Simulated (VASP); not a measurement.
A run of VASP 6.6.1:

INCAR

```
PREC     = Accurate       # precision mode
ENCUT    = 520            # plane-wave cutoff, eV
EDIFF    = 1E-6           # SCF threshold, eV
ISMEAR   = -1             # smearing method
SIGMA    = 0.05           # smearing width, eV
LREAL    = False          # projectors in reciprocal space
LASPH    = True           # aspherical terms in the spheres
NELM     = 80             # most SCF steps
ALGO     = Normal         # electronic algorithm
ISIF     = 2              # what is computed and relaxed
LWAVE    = False          # write WAVECAR
LCHARG   = False          # write CHGCAR
GGA      = PE             # functional
NBANDS   = 14             # bands
```

KPOINTS

```
regular mesh
0
Gamma
  10 10 10
```

File POSCAR:

```
BeAl3
1.0
   -1.9427504737      1.9427504737      3.8779765461
    1.9427504737     -1.9427504737      3.8779765461
    1.9427504737      1.9427504737     -3.8779765461
Al Be
3 1
Direct
    0.5000000000      0.5000000000      0.0000000000
    0.2500000000      0.7500000000      0.5000000000
    0.7500000000      0.2500000000      0.5000000000
    0.0000000000      0.0000000000      0.0000000000
```

Potentials or basis: VASP PAW PBE potentials, release 64 (Al, Be).

The run is started by

```bash
$ cat potpaw_PBE.64/Al/POTCAR potpaw_PBE.64/Be/POTCAR > POTCAR
$ mpirun -np 1 vasp_std > vasp.out
```

Hardware: 1 thread of Intel(R) Xeon(R) 6975P-C (Granite Rapids) (shared host).

**Question.** How long does it take, and how much memory?

**Answer.** Run time: 25 s on 1 thread of Intel(R) Xeon(R) 6975P-C (Granite Rapids), with other jobs on the host, peak memory 0.23 GiB. Counts: scf iterations 10, k points 102.
